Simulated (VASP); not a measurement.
# GaP (I-4m2) in VASP: a series of runs

The runs below take GaP through single point, with PBE.

All numbers are computed with VASP 6.6.1; they aren't measurements. Logs are shortened: lines on timing, memory, paths and dates and some standing lists are left out, and cuts for length are marked.

## 1. The cell of the first run

Symmetry: I-4m2, No. 119, tetragonal system. Conventional cell: a = 3.984 Å, b = 3.984 Å, c = 5.248 Å, α = 90.00°, β = 90.00°, γ = 90.00°. Within 3.2 Å of Ga (site symmetry -4m2) lie 4 P at 2.39 Å. P (site symmetry -4m2) has 4 Ga at 2.39 Å within 3.2 Å.

## 2. Single point, PBE (mode 4 frozen in at +0.000 Å, strain +e along z and -e/2 along x and y -0.0467)

The input, INCAR:

```
SYSTEM = GaP
  PREC = Accurate
  ENCUT = 520
  EDIFF = 1E-6
  ISMEAR = 0
  SIGMA = 0.05
  LREAL = .FALSE.
  LASPH = .TRUE.
  NELM = 80
  ALGO = Normal
  ISIF = 2
  LWAVE = .FALSE.
  LCHARG = .FALSE.
  GGA = PE
  NBANDS = 16
```

The input, KPOINTS:

```
regular mesh
0
G
  8 8 8
  0 0 0
```

The input, POSCAR:

```
GaP
1.0
    0.0000000000      2.6242365545      2.8170696298
    2.8170696298      0.0000000000      2.8170696298
    2.8170696298      2.6242365545      0.0000000000
Ga P
1 1
Direct
    0.0000000000      0.0000000000      0.0000000000
    0.7500000000      0.7500000000      0.7500000000
```

Potentials or basis: VASP PAW PBE potentials, release 64 (Ga_d, P).

Run with:

```bash
$ cat potpaw_PBE.64/Ga_d/POTCAR potpaw_PBE.64/P/POTCAR > POTCAR
$ mpirun -np 1 vasp_std > vasp.out
```

OUTCAR:

```text
SYSTEM = GaP
   PREC = Accurate
   ENCUT = 520
   EDIFF = 1E-6
   ISMEAR = 0
   LREAL = .FALSE.
   LASPH = .TRUE.
   NELM = 80
   ISIF = 2
   GGA = PE

 ion  position               nearest neighbor table
   1  0.000  0.000  0.000-   2 2.39   2 2.39   2 2.39   2 2.39
   2  0.750  0.750  0.750-   1 2.39   1 2.39   1 2.39   1 2.39

  LATTYP: Found a body centered tetragonal cell.
 ALAT       =     3.9839380766
 C/A-ratio  =     1.3174083051

  Lattice vectors:

 A1 = (   0.0000000000,  -2.6242365545,   2.8170696298)
 A2 = (   0.0000000000,  -2.6242365545,  -2.8170696298)
 A3 = (   2.8170696298,   2.6242365545,   0.0000000000)

Analysis of symmetry for initial positions (statically):
=====================================================================
 Subroutine PRICEL returns:
 Original cell was already a primitive cell.

 Routine SETGRP: Setting up the symmetry group for a
 body centered tetragonal supercell.

 Subroutine GETGRP returns: Found  8 space group operations
 (whereof  8 operations were pure point group operations)
 out of a pool of 16 trial point group operations.

The static configuration has the point symmetry D_2d.

Analysis of symmetry for dynamics (positions and initial velocities):
=====================================================================
 Subroutine PRICEL returns:
 Original cell was already a primitive cell.

 Routine SETGRP: Setting up the symmetry group for a
 body centered tetragonal supercell.

 Subroutine GETGRP returns: Found  8 space group operations
 (whereof  8 operations were pure point group operations)
 out of a pool of 16 trial point group operations.

The dynamic configuration has the point symmetry D_2d.

 Subroutine INISYM returns: Found  8 space group operations
 (whereof  8 operations are pure point group operations),
 and found     1 'primitive' translations

----------------------------------------------------------------------------------------

                                     Primitive cell

  volume of cell :      41.6513

  direct lattice vectors                    reciprocal lattice vectors
     0.000000000  2.624236554  2.817069630    -0.177489401  0.190531604  0.177489401
     2.817069630  0.000000000  2.817069630     0.177489401 -0.190531604  0.177489401
     2.817069630  2.624236554  0.000000000     0.177489401  0.190531604 -0.177489401

  length of vectors
     3.849999843  3.983938077  3.849999843     0.315130555  0.315130555  0.315130555

  position of ions in fractional coordinates (direct lattice)
     0.000000000  0.000000000  0.000000000
     0.750000000  0.750000000  0.750000000

  ion indices of the primitive-cell ions
   primitive index   ion index
                 1           1
                 2           2

----------------------------------------------------------------------------------------

 KPOINTS: regular mesh

Automatic generation of k-mesh.
 Grid dimensions read from file:
 generate k-points for:    8    8    8

 Generating k-lattice:

  Cartesian coordinates                     Fractional coordinates (reciprocal lattice)
    -0.022186175  0.023816450  0.022186175     0.125000000  0.000000000  0.000000000
     0.022186175 -0.023816450  0.022186175     0.000000000  0.125000000  0.000000000
     0.022186175  0.023816450 -0.022186175     0.000000000  0.000000000  0.125000000

  Length of vectors
     0.039391319  0.039391319  0.039391319

  Shift w.r.t. Gamma in fractional coordinates (k-lattice)
     0.000000000  0.000000000  0.000000000

 Subroutine IBZKPT returns following result:
 ===========================================

 Found     59 irreducible k-points:

 Following reciprocal coordinates:
            Coordinates               Weight
  0.000000  0.000000  0.000000      1.000000
  0.125000  0.000000  0.000000      8.000000
  0.250000  0.000000  0.000000      8.000000
  0.375000  0.000000 -0.000000      8.000000
  0.500000  0.000000  0.000000      4.000000
  0.125000  0.125000  0.000000      4.000000
[... 16 lines left out ...]
  0.250000  0.000000  0.125000      8.000000
  0.375000  0.000000  0.125000      8.000000
 [... further k-points ...]
   k-points           NKPTS =     59   k-points in BZ     NKDIM =     59   number of bands    NBANDS=     16
   number of dos      NEDOS =    301   number of ions     NIONS =      2
   total plane-waves  NPLWV =  27000
   dimension x,y,z NGX =    30 NGY =   30 NGZ =   30
   dimension x,y,z NGXF=    60 NGYF=   60 NGZF=   60
   ions per type =               1   1
   NGX,Y,Z   is equivalent  to a cutoff of  12.95, 12.52, 12.95 a.u.
   NGXF,Y,Z  is equivalent  to a cutoff of  25.91, 25.04, 25.91 a.u.
 SYSTEM =  GaP
   PREC   = accura    normal or accurate (medium, high low for compatibility)
   ISTART =      0    job   : 0-new  1-cont  2-samecut
   ICHARG =      2    charge: 1-file 2-atom 10-const
   ISPIN  =      1    spin polarized calculation?
   LNONCOLLINEAR =      F non collinear calculations
   LSORBIT =      F    spin-orbit coupling
   LASPH  =      T    aspherical Exc in radial PAW
   ENCUT  =  520.0 eV  38.22 Ry    6.18 a.u.   7.16  7.41  7.16*2*pi/ulx,y,z
   NELM   =     80;   NELMIN=  2; NELMDL= -5     # of ELM steps
   EDIFF  = 0.1E-05   stopping-criterion for ELM
   LREAL  =      F    real-space projection
   EDIFFG = 0.1E-04   stopping-criterion for IOM
   NSW    =      0    number of steps for IOM
   IBRION =     -1    ionic relax: 0-MD 1-quasi-New 2-CG
   NFREE  =      0    steps in history (QN), initial steepest desc. (CG)
   ISIF   =      2    stress and relaxation
   ISYM   =      2    0-nonsym 1-usesym 2-fastsym
   POTIM  = 0.5000    time-step for ionic-motion
   TEBEG  =    0.0;   TEEND  =   0.0 temperature during run
   PSTRESS=    0.0 pullay stress
   NELECT =      18.0000    total number of electrons
   NUPDOWN=      -1.0000    fix difference up-down
   EMIN   =  10.00;   EMAX   =-10.00  energy-range for DOS
   EFERMI =   0.00;   METHOD = LEGACY
   ISMEAR =     0;   SIGMA  =   0.05  broadening in eV -4-tet -1-fermi 0-gaus
   EFERMI_NEDOS =   21; number of points for ismear=-14 and -15
   IALGO  =     38    algorithm
   IMIX   =      4    mixing-type and parameters
     AMIX     =   0.40;   BMIX     =  1.00
     AMIX_MAG =   1.60;   BMIX_MAG =  1.00
  volume/ion in A,a.u.               =      20.83       140.54
  Fermi-wavevector in a.u.,A,eV,Ry     =   1.237722  2.338955 20.843508  1.531955
  Thomas-Fermi vector in A             =   2.372277
   LORBIT       =      0    0 simple, 1 ext, 2 COOP (PROOUT), +10 PAW based schemes
   GGA     = PE    functional components
   LHFCALC =     F    Hartree Fock is set to
   AEXX    =    0.0000 exact exchange contribution
   IVDW    =     0    specifies the selected vdW correction
   LEPSILON=     F    determine dielectric tensor
   LRPA    =     F    only Hartree local field effects (RPA)
 non-spin polarized calculation
 Gauss-broadening in eV      SIGMA  =   0.05
  energy-cutoff  :      520.00
  volume of cell :       41.65
 maximum number of plane-waves:      1138
 NGX is ok and might be reduce to    30
   NGX = 15   NGY = 15   NGZ = 15

 number of electron      17.9999999 magnetization

 Free energy of the ion-electron system (eV)
  ---------------------------------------------------
  ext. energy  EPLUGINS =         0.00000000
  ---------------------------------------------------
  free energy    TOTEN  =        -9.09635310 eV

  energy without entropy =       -9.09635310  energy(sigma->0) =       -9.09635310

 E-fermi :   4.8913     XC(G=0):  -9.7097

 val. band max:        4.5966017015   @ k =   0.0000   0.0000   0.0000
 cond. band min:       5.6299778287   @ k =   0.3750   0.0000   0.3750
 fundamental gap:      1.0333761273
 Fermi energy:         4.8913443893

 k-point     1 :       0.0000    0.0000    0.0000
  band No.  band energies     occupation
      1     -10.1501      2.00000
      2     -10.1501      2.00000
      3     -10.1296      2.00000
      4     -10.0612      2.00000
      5     -10.0472      2.00000
      6      -7.9044      2.00000
[... 8 lines left out ...]
     15      13.5051      0.00000
     16      14.6233      0.00000

 k-point     2 :       0.1250    0.0000    0.0000
  band No.  band energies     occupation
      1     -10.1578      2.00000
      2     -10.1457      2.00000
      3     -10.1296      2.00000
      4     -10.0616      2.00000
      5     -10.0465      2.00000
      6      -7.7096      2.00000
[... 8 lines left out ...]
     15      13.6508      0.00000
     16      14.1396      0.00000

 k-point     3 :       0.2500    0.0000    0.0000
  band No.  band energies     occupation
      1     -10.1819      2.00000
      2     -10.1365      2.00000
      3     -10.1233      2.00000
      4     -10.0616      2.00000
      5     -10.0436      2.00000
      6      -7.1575      2.00000
[... 8 lines left out ...]
     15      13.3173      0.00000
     16      14.4932      0.00000

 k-point     4 :       0.3750    0.0000   -0.0000
  band No.  band energies     occupation
      1     -10.2057      2.00000
      2     -10.1294      2.00000
      3     -10.1172      2.00000
      4     -10.0596      2.00000
      5     -10.0383      2.00000
      6      -6.3917      2.00000
[... 8 lines left out ...]
     15      14.6569      0.00000
     16      14.7001      0.00000
[... 324 lines left out ...]
 k-point    22 :       0.1250    0.0000    0.1250
  band No.  band energies     occupation
      1     -10.1514      2.00000
      2     -10.1414      2.00000
      3     -10.1414      2.00000
      4     -10.0659      2.00000
      5     -10.0435      2.00000
      6      -7.6229      2.00000
[... 8 lines left out ...]
     15      13.7788      0.00000
     16      14.5324      0.00000

 k-point    23 :       0.2500    0.0000    0.1250
  band No.  band energies     occupation
      1     -10.1779      2.00000
      2     -10.1316      2.00000
      3     -10.1294      2.00000
      4     -10.0697      2.00000
      5     -10.0394      2.00000
      6      -7.1697      2.00000
[... 8 lines left out ...]
     15      14.0517      0.00000
     16      15.4074      0.00000

 k-point    24 :       0.3750    0.0000    0.1250
  band No.  band energies     occupation
      1     -10.2029      2.00000
      2     -10.1235      2.00000
      3     -10.1194      2.00000
      4     -10.0695      2.00000
      5     -10.0350      2.00000
      6      -6.4485      2.00000
[... 8 lines left out ...]
     15      15.2720      0.00000
     16      15.2954      0.00000

 [... further k-points ...]

------------------------ aborting loop because EDIFF is reached ----------------------------------------

  FORCE on cell =-STRESS in cart. coord.  units (eV):
  Direction    XX          YY          ZZ          XY          YZ          ZX
  --------------------------------------------------------------------------------------
  -------------------------------------------------------------------------------------
  Total       -0.3981135      0.7832086     -0.3981135      0.0000000      0.0000000      0.0000000
  in kB      -15.3140246     30.1272789    -15.3140246      0.0000000      0.0000000      0.0000000
  external PRESSURE =      -0.1669234 kB  Pullay stress =       0.0000000 kB

 VOLUME and BASIS-vectors are now :
 -----------------------------------------------------------------------------
  energy-cutoff  :      520.00
  volume of cell :       41.65
      direct lattice vectors                 reciprocal lattice vectors
     0.000000000  2.624236554  2.817069630    -0.177489401  0.190531604  0.177489401
     2.817069630  0.000000000  2.817069630     0.177489401 -0.190531604  0.177489401
     2.817069630  2.624236554  0.000000000     0.177489401  0.190531604 -0.177489401

 POSITION                                       TOTAL-FORCE (eV/Angst)
 -----------------------------------------------------------------------------------
      0.00000      0.00000      0.00000         0.000000      0.000000      0.000000
      4.22560      3.93635      4.22560        -0.000000      0.000000     -0.000000
 -----------------------------------------------------------------------------------
    total drift:                               -0.000002     -0.000002     -0.000002

  FREE ENERGIE OF THE ION-ELECTRON SYSTEM (eV)
  ---------------------------------------------------
  free  energy   TOTEN  =        -9.0963531006 eV

  energy  without entropy=       -9.0963531006  energy(sigma->0) =       -9.09635310
```

It took 29 s on 1 thread of Intel Xeon 6975P-C, shared host; peak memory 0.19 GiB.

What came out:

| Property | Result |
| --- | --- |
| Free energy | -9.0964 eV |
| Pressure | 0.0 GPa |
| Band gap on the k mesh | 1.03 eV, indirect (least direct gap 1.33 eV) |

Levels at points of the mesh, in eV from the valence-band top:
```
           k point  band 5  band 6  band 7  band 8  band 9  band 10  band 11  band 12  band 13  band 14
(0.00, 0.00, 0.00)  -14.64  -12.50   -0.35   -0.35    0.00     1.33     3.59     3.75     3.75     8.44
(0.50, 0.00, 0.00)  -14.63  -10.53   -6.69   -1.57   -1.04     1.27     4.25     4.87     8.05    10.31
(0.50, 0.50, 0.00)  -14.63   -9.77   -6.99   -2.66   -2.61     1.65     1.85     9.87     9.90    10.39
(0.50, 0.00, 0.50)  -14.62   -9.47   -6.54   -3.11   -3.11     1.18     1.20    10.12    10.12    11.07
```

Caveat: the cell differs from its parent crystal (mode 4 frozen in at +0.000 Å, strain +e along z and -e/2 along x and y -0.0467). A k mesh can miss the band edges.

[end of part 1 of 2]
